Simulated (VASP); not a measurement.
Wanted: the native input for a VASP 6.6.1 run.

```yaml
Task: single point
Functional: PBE
Dispersion: D3(BJ)
Potentials_or_basis: VASP PAW PBE potentials, release 64 (Ru_pv, Pt)
Cutoff: 400 eV
k_mesh: 9 × 9 × 1
Occupations: methfessel-paxton, width 0.1 eV
Spin: no spin polarisation
Dipole_correction: yes
Further_INCAR_settings: ALGO = Normal; EDIFF = 1e-06; NBANDS = 154; NELMDL = -8
```

The structure of Ru19Pt (md.c) lies in POSCAR:

```
Ru19Pt
1.0
    5.4395045956      0.0000000000      0.0000000000
   -2.7197522978      4.7107491638      0.0000000000
    0.0000000000      0.0000000000     20.5940128115
Ru Pt
19 1
Direct
    0.1666666667      0.3333333333      0.2934090505
    0.1707361838      0.8353680919      0.2936001906
    0.6646319081      0.3292638162      0.2936001906
    0.6646319081      0.8353680919      0.2936001906
    0.3337753688      0.1662246312      0.3931079788
    0.3337753688      0.6675507375      0.3931079788
    0.8324492625      0.1662246312      0.3931079788
    0.8333333333      0.6666666667      0.3953171941
    0.1681371880      0.8340685940      0.4999999997
    0.6659314060      0.3318628120      0.4999999997
    0.6659314060      0.8340685940      0.4999999997
    0.3337753683      0.1662246317      0.6068920213
    0.3337753683      0.6675507366      0.6068920213
    0.8324492634      0.1662246317      0.6068920213
    0.8333333333      0.6666666667      0.6046828056
    0.1666666667      0.3333333333      0.7065909499
    0.1707361816      0.8353680908      0.7063998095
    0.6646319092      0.3292638184      0.7063998095
    0.6646319092      0.8353680908      0.7063998095
    0.1666666667      0.3333333333      0.5000000000
```

These files were run (other wordings do the same):

INCAR

```
SYSTEM = Ru19Pt
ALGO = Normal
DIPOL = 0.5 0.5 0.500
EDIFF = 1E-6
ENCUT = 400
GGA = PE
GGA_COMPAT = .FALSE.
IDIPOL = 3
ISIF = 2
ISMEAR = 1
IVDW = 12
LASPH = .TRUE.
LCHARG = .TRUE.
LDIPOL = .TRUE.
LELF = .TRUE.
LREAL = .FALSE.
LVACPOTAV = .TRUE.
LVHAR = .TRUE.
LWAVE = .FALSE.
NBANDS = 154
NELM = 120
NELMDL = -8
PREC = Accurate
SIGMA = 0.1
```

KPOINTS

```
k-points
0
G
  9 9 1
  0 0 0
```

Potentials or basis: VASP PAW PBE potentials, release 64 (Ru_pv, Pt).

The run is started by

```sh
$ cat potpaw_PBE.64/Ru_pv/POTCAR potpaw_PBE.64/Pt/POTCAR > POTCAR
$ mpirun -np 1 vasp_std > vasp.out
```

Results of the run:

```json
{
 "Largest force": "0.151 eV/Å",
 "Band gap on the k mesh": "zero (band 138 reaches 5.10 eV, above the bottom of band 139 at 4.05 eV)",
 "Dispersion energy per atom": "-0.494 eV"
}
```

Caveat: spin-orbit coupling is left out, which moves the levels of the heavy elements.

Run time: 23 min on 1 thread of Intel(R) Xeon(R) Platinum 8488C (Sapphire Rapids), with other jobs on the host, peak memory 0.69 GiB.
